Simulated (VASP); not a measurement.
Runs of VASP 6.6.1 on N. The structure is that of space group P6_3/mmc (No. 194), or close to it. The cells are those of the table. 

```tsv
cell	gap on the mesh (eV)	pressure (GPa)	moment (μB)
a = 3.520, b = 3.520, c = 5.802 Å, angles 90.0, 90.0, 120.0°, 2 atoms	1.89	-0.3	6.00
a = 3.575, b = 3.575, c = 5.713 Å, angles 90.0, 90.0, 120.0°, 2 atoms	1.93	-0.3	6.00
a = 3.575, b = 3.575, c = 5.802 Å, angles 90.0, 90.0, 120.0°, 2 atoms	1.98	(a)	6.00
a = 3.520, b = 3.520, c = 5.890 Å, angles 90.0, 90.0, 120.0°, 2 atoms	1.92	-0.3	6.00
a = 3.520, b = 3.520, c = 5.713 Å, angles 90.0, 90.0, 120.0°, 2 atoms	(b)	-0.3	6.00
```

Alike in all rows: task single point; level LDA; potentials or basis VASP PAW LDA potentials, release 64 (N); spin collinear, ferromagnetic start; k mesh 12 × 12 × 6; cutoff (eV) 520; smearing gaussian 0.05 eV.

Estimate the missing entries.

(a) -0.4; (b) 1.85.

Caveats: the atoms stand far beyond bonding distance.

A k mesh can miss the band edges.
